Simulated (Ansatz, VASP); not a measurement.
One calculation of TiAl, two programs

```
Ti Al
1.0
     2.90654    0.00000    0.00000
    -1.45327    2.51714    0.00000
     0.00000    0.00000    4.55249
Ti Al
1 1
Direct
  0.00000 0.00000 0.00000
  0.33333 0.66667 0.50000
```

Alike in both runs: task single point; functional PBE; k mesh 21 × 21 × 12; occupations gaussian, width 0.15 eV; no spin polarisation.

|  | VASP | Ansatz |
| --- | --- | --- |
| version | VASP 6.6.1 | Ansatz 0.2.0 |
| potentials or method | VASP PAW PBE potentials, release 64 (Ti_sv, Al), cutoff 520 eV | scalar-relativistic, plane waves, PAW |
| valence electrons in the cell | 15 | 15 |

```tsv
	VASP	Ansatz	Ansatz less VASP
gap on the k mesh at the Fermi level (eV)	none	none	-
pressure (GPa)	0.8	0.8	+0.01
traceless stress, the component that is largest in VASP (GPa)	2.55	2.51	-0.038
```

A gap of «none» marks a metal or a gap that the smearing closes.
